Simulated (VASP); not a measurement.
# Bi (P1) in VASP: single point with PBE

Aim: the single point of Bi with PBE.

All numbers are computed with VASP 6.6.1; they aren't measurements. Logs are shortened: lines on timing, memory, paths and dates and some standing lists are left out, and cuts for length are marked.

## (1) The cell of the first run

The typed cell holds 4 atoms: a = 9.458 Å, b = 4.729 Å, c = 4.729 Å, α = 57.30°, β = 57.30°, γ = 57.30°.

## (2) Single point, PBE

File INCAR:

```
SYSTEM = Bi
ALGO = Normal ; EDIFF = 1E-7
ENCUT = 520 ; GGA = PE
ISIF = 2 ; ISMEAR = -1
LASPH = .True. ; LCHARG = .False.
LREAL = .False. ; LWAVE = .False.
NBANDS = 38 ; NELM = 80
PREC = Accurate ; SIGMA = 0.08
```

File KPOINTS:

```
k-points
0
Gamma
  3 5 5
  0 0 0
```

File POSCAR:

```
Bi
1.0
    4.5350000000      2.6182834708      7.8760000000
   -2.2675000000      1.3091417354      3.9380000000
    0.0000000000     -2.6182834708      3.9380000000
Bi
4
Direct
    0.1105223077      0.2201546484      0.2687281105
    0.6223830895      0.2052407104      0.2524461324
    0.3942946772      0.7948036873      0.7295962930
    0.8727998957      0.7798008939      0.7492295840
```

Potentials or basis: VASP PAW PBE potentials, release 64 (Bi_d).

On the command line:

```sh
$ cat potpaw_PBE.64/Bi_d/POTCAR > POTCAR
$ mpirun -np 1 vasp_std > vasp.out
```

OUTCAR:

```text
SYSTEM = Bi
   EDIFF = 1E-7
   ENCUT = 520
   GGA = PE
   ISIF = 2
   ISMEAR = -1
   LASPH = .True.
   LREAL = .False.
   NELM = 80
   PREC = Accurate

 ion  position               nearest neighbor table
   1  0.111  0.220  0.269-   4 3.00   3 3.17   4 3.26   3 3.43   4 3.43   3 3.75
   2  0.622  0.205  0.252-   3 2.84   4 3.04   3 3.22   4 3.31   4 3.54   3 3.54
   3  0.394  0.795  0.730-   2 2.84   1 3.17   2 3.22   1 3.43   2 3.54   1 3.75
   4  0.873  0.780  0.749-   1 3.00   2 3.04   1 3.26   2 3.31   1 3.43   2 3.54

  LATTYP: Found a base centered monoclinic cell.
 ALAT       =     8.2998062829
 B/A-ratio  =     0.5463982948
 C/A-ratio  =     0.9463896077
 COS(beta)  =    -0.3154632026

  Lattice vectors:

 A1 = (  -2.2675000000,   1.3091417354,   3.9380000000)
 A2 = (   0.0000000000,  -2.6182834708,   3.9380000000)
 A3 = (   6.8025000000,   3.9274252062,   0.0000000000)

Analysis of symmetry for initial positions (statically):
=====================================================================
 Subroutine PRICEL returns:
 Original cell was already a primitive cell.

 Routine SETGRP: Setting up the symmetry group for a
 base centered monoclinic supercell.

 Subroutine GETGRP returns: Found  1 space group operations
 (whereof  1 operations were pure point group operations)
 out of a pool of  4 trial point group operations.

The static configuration has the point symmetry C_1 .

Analysis of symmetry for dynamics (positions and initial velocities):
=====================================================================
 Subroutine PRICEL returns:
 Original cell was already a primitive cell.

 Routine SETGRP: Setting up the symmetry group for a
 base centered monoclinic supercell.

 Subroutine GETGRP returns: Found  1 space group operations
 (whereof  1 operations were pure point group operations)
 out of a pool of  4 trial point group operations.

The dynamic configuration has the point symmetry C_1 .

 Subroutine INISYM returns: Found  1 space group operations
 (whereof  1 operations are pure point group operations),
 and found     1 'primitive' translations

----------------------------------------------------------------------------------------

                                     Primitive cell

  volume of cell :     140.2784

  direct lattice vectors                    reciprocal lattice vectors
     4.535000000  2.618283471  7.876000000     0.110253583  0.063654936  0.042322668
    -2.267500000  1.309141735  3.938000000    -0.220507166  0.127309872  0.084645336
     0.000000000 -2.618283471  3.938000000     0.000000000 -0.254619744  0.084645336

  length of vectors
     9.457960104  4.728980052  4.728980052     0.134160395  0.268320791  0.268320791

  position of ions in fractional coordinates (direct lattice)
     0.110522308  0.220154648  0.268728110
     0.622383089  0.205240710  0.252446132
     0.394294677  0.794803687  0.729596293
     0.872799896  0.779800894  0.749229584

  ion indices of the primitive-cell ions
   primitive index   ion index
                 1           1
                 2           2
                 3           3
                 4           4

----------------------------------------------------------------------------------------

 KPOINTS: k-points

Automatic generation of k-mesh.
 Grid dimensions read from file:
 generate k-points for:    3    5    5

 Generating k-lattice:

  Cartesian coordinates                     Fractional coordinates (reciprocal lattice)
     0.036751194  0.021218312  0.014107556     0.333333333 -0.000000000  0.000000000
    -0.044101433  0.025461974  0.016929067    -0.000000000  0.200000000  0.000000000
     0.000000000 -0.050923949  0.016929067     0.000000000  0.000000000  0.200000000

  Length of vectors
     0.044720132  0.053664158  0.053664158

  Shift w.r.t. Gamma in fractional coordinates (k-lattice)
     0.000000000  0.000000000  0.000000000

 Subroutine IBZKPT returns following result:
 ===========================================

 Found     38 irreducible k-points:

 Following reciprocal coordinates:
            Coordinates               Weight
  0.000000  0.000000  0.000000      1.000000
  0.333333  0.000000  0.000000      2.000000
 -0.000000  0.200000  0.000000      2.000000
  0.000000  0.000000 -0.200000      2.000000
  0.333333  0.200000  0.000000      2.000000
 -0.333333 -0.000000 -0.200000      2.000000
[... 16 lines left out ...]
  0.333333 -0.200000 -0.400000      2.000000
  0.000000 -0.400000  0.200000      2.000000
 [... further k-points ...]
   k-points           NKPTS =     38   k-points in BZ     NKDIM =     38   number of bands    NBANDS=     38
   number of dos      NEDOS =    301   number of ions     NIONS =      4
   total plane-waves  NPLWV =  90720
   dimension x,y,z NGX =    70 NGY =   36 NGZ =   36
   dimension x,y,z NGXF=   140 NGYF=   72 NGZF=   72
   ions per type =               4
   NGX,Y,Z   is equivalent  to a cutoff of  12.30, 12.66, 12.66 a.u.
   NGXF,Y,Z  is equivalent  to a cutoff of  24.61, 25.31, 25.31 a.u.
 SYSTEM =  Bi
   PREC   = accura    normal or accurate (medium, high low for compatibility)
   ISTART =      0    job   : 0-new  1-cont  2-samecut
   ICHARG =      2    charge: 1-file 2-atom 10-const
   ISPIN  =      1    spin polarized calculation?
   LNONCOLLINEAR =      F non collinear calculations
   LSORBIT =      F    spin-orbit coupling
   LASPH  =      T    aspherical Exc in radial PAW
   ENCUT  =  520.0 eV  38.22 Ry    6.18 a.u.  17.59  8.79  8.79*2*pi/ulx,y,z
   NELM   =     80;   NELMIN=  2; NELMDL= -5     # of ELM steps
   EDIFF  = 0.1E-06   stopping-criterion for ELM
   LREAL  =      F    real-space projection
   EDIFFG = 0.1E-05   stopping-criterion for IOM
   NSW    =      0    number of steps for IOM
   IBRION =     -1    ionic relax: 0-MD 1-quasi-New 2-CG
   NFREE  =      0    steps in history (QN), initial steepest desc. (CG)
   ISIF   =      2    stress and relaxation
   ISYM   =      2    0-nonsym 1-usesym 2-fastsym
   POTIM  = 0.5000    time-step for ionic-motion
   TEBEG  =    0.0;   TEEND  =   0.0 temperature during run
   PSTRESS=    0.0 pullay stress
   NELECT =      60.0000    total number of electrons
   NUPDOWN=      -1.0000    fix difference up-down
   EMIN   =  10.00;   EMAX   =-10.00  energy-range for DOS
   EFERMI =   0.00;   METHOD = LEGACY
   ISMEAR =    -1;   SIGMA  =   0.08  broadening in eV -4-tet -1-fermi 0-gaus
   EFERMI_NEDOS =   21; number of points for ismear=-14 and -15
   IALGO  =     38    algorithm
   IMIX   =      4    mixing-type and parameters
     AMIX     =   0.40;   BMIX     =  1.00
     AMIX_MAG =   1.60;   BMIX_MAG =  1.00
  volume/ion in A,a.u.               =      35.07       236.66
  Fermi-wavevector in a.u.,A,eV,Ry     =   1.233469  2.330919 20.700530  1.521446
  Thomas-Fermi vector in A             =   2.368198
   LORBIT       =      0    0 simple, 1 ext, 2 COOP (PROOUT), +10 PAW based schemes
   GGA     = PE    functional components
   LHFCALC =     F    Hartree Fock is set to
   AEXX    =    0.0000 exact exchange contribution
   IVDW    =     0    specifies the selected vdW correction
   LEPSILON=     F    determine dielectric tensor
   LRPA    =     F    only Hartree local field effects (RPA)
 non-spin polarized calculation
  energy-cutoff  :      520.00
  volume of cell :      140.28
 maximum number of plane-waves:      3804
 NGX is ok and might be reduce to    70
   NGX = 35   NGY = 17   NGZ = 17

 number of electron      59.9999999 magnetization

 Free energy of the ion-electron system (eV)
  ---------------------------------------------------
  ext. energy  EPLUGINS =         0.00000000
  ---------------------------------------------------
  free energy    TOTEN  =       -15.32958682 eV

  energy without entropy =      -15.30915053  energy(sigma->0) =      -15.31936868

 E-fermi :   6.4502     XC(G=0):  -9.5430

 val. band max:        6.4282111943   @ k =  -0.3333  -0.2000  -0.4000
 cond. band min:       6.5575388063   @ k =   0.0000   0.0000  -0.4000
 fundamental gap:      0.1293276120
 Fermi energy:         6.4501833039

 k-point     1 :       0.0000    0.0000    0.0000
  band No.  band energies     occupation
      1     -16.6696      2.00000
      2     -16.5608      2.00000
      3     -16.4956      2.00000
      4     -16.4571      2.00000
      5     -16.4511      2.00000
      6     -16.4160      2.00000
[... 30 lines left out ...]
     37      11.8850      0.00000
     38      12.1228      0.00000

 k-point     2 :       0.3333    0.0000    0.0000
  band No.  band energies     occupation
      1     -16.6613      2.00000
      2     -16.5507      2.00000
      3     -16.5143      2.00000
      4     -16.4640      2.00000
      5     -16.4450      2.00000
      6     -16.4258      2.00000
[... 30 lines left out ...]
     37      11.3794      0.00000
     38      12.0131      0.00000

 k-point     3 :      -0.0000    0.2000    0.0000
  band No.  band energies     occupation
      1     -16.6491      2.00000
      2     -16.5405      2.00000
      3     -16.4886      2.00000
      4     -16.4537      2.00000
      5     -16.4371      2.00000
      6     -16.4308      2.00000
[... 30 lines left out ...]
     37      11.4366      0.00000
     38      11.9068      0.00000

 k-point     4 :       0.0000    0.0000   -0.2000
  band No.  band energies     occupation
      1     -16.6540      2.00000
      2     -16.5483      2.00000
      3     -16.5038      2.00000
      4     -16.4422      2.00000
      5     -16.4337      2.00000
      6     -16.4042      2.00000
[... 30 lines left out ...]
     37      11.4210      0.00000
     38      11.7753      0.00000
[... 703 lines left out ...]
      4     -16.4396      2.00000
      5     -16.4266      2.00000
      6     -16.4107      2.00000
[... 30 lines left out ...]
     37      11.1227      0.00000
     38      11.7534      0.00000

 k-point    23 :       0.3333   -0.2000   -0.4000
  band No.  band energies     occupation
      1     -16.6509      2.00000
      2     -16.5391      2.00000
      3     -16.4530      2.00000
      4     -16.4465      2.00000
      5     -16.4258      2.00000
      6     -16.3839      2.00000
[... 30 lines left out ...]
     37      11.2978      0.00000
     38      12.1295      0.00000

 k-point    24 :       0.0000   -0.4000    0.2000
  band No.  band energies     occupation
      1     -16.6163      2.00000
      2     -16.5205      2.00000
      3     -16.4733      2.00000
      4     -16.4278      2.00000
      5     -16.4164      2.00000
      6     -16.4097      2.00000
[... 30 lines left out ...]
     37      12.3354      0.00000
     38      12.9739      0.00000

 [... further k-points ...]
[... 5 lines left out ...]
  --------------------------------------------------------------------------------------
  -------------------------------------------------------------------------------------
  Total        0.8914806      4.0857853      2.0475078      0.3059004      2.3366292     -0.9659419
  in kB       10.1819637     46.6654223     23.3854227      3.4938137     26.6875966    -11.0324167
  external PRESSURE =      26.7442696 kB  Pullay stress =       0.0000000 kB

 VOLUME and BASIS-vectors are now :
 -----------------------------------------------------------------------------
  energy-cutoff  :      520.00
  volume of cell :      140.28
      direct lattice vectors                 reciprocal lattice vectors
     4.535000000  2.618283471  7.876000000     0.110253583  0.063654936  0.042322668
    -2.267500000  1.309141735  3.938000000    -0.220507166  0.127309872  0.084645336
     0.000000000 -2.618283471  3.938000000     0.000000000 -0.254619744  0.084645336

 POSITION                                       TOTAL-FORCE (eV/Angst)
 -----------------------------------------------------------------------------------
      0.00202     -0.12601      2.79569         0.136383      0.348992      0.013459
      2.35712      1.23729      6.70426        -0.324486      0.804709      0.734858
     -0.01409      0.16260      9.10855        -0.239201     -1.174083     -0.765886
      2.18995      1.34441     12.89549         0.427303      0.020382      0.017569
 -----------------------------------------------------------------------------------
    total drift:                               -0.000419     -0.000297     -0.000067

  FREE ENERGIE OF THE ION-ELECTRON SYSTEM (eV)
  ---------------------------------------------------
  free  energy   TOTEN  =       -15.3295868241 eV

  energy  without entropy=      -15.3091505310  energy(sigma->0) =      -15.31936868
```

It took 3.7 min on 1 thread of Intel Xeon 8259CL, shared host; peak memory 0.36 GiB.

What came out:

```
Free energy            : -15.3296 eV
Pressure               : 2.7 GPa
Largest force          : 1.422 eV/Å
Band gap on the k mesh : zero (bands 30 and 31 overlap by 0.20 eV)
```

Forces on the atoms (eV/Å):
```
Bi   0.136  0.349  0.013
Bi  -0.324  0.805  0.735
Bi  -0.239 -1.174 -0.766
Bi   0.427  0.020  0.018
```

Stress tensor (GPa, compression positive):
```
 1.02  0.35 -1.10
 0.35  4.67  2.67
-1.10  2.67  2.34
```

Caveat: spin-orbit coupling is left out, which moves the levels of the heavy elements; forces of over 1 eV/Å act on the atoms, so gaps and moduli don't describe the material at rest.
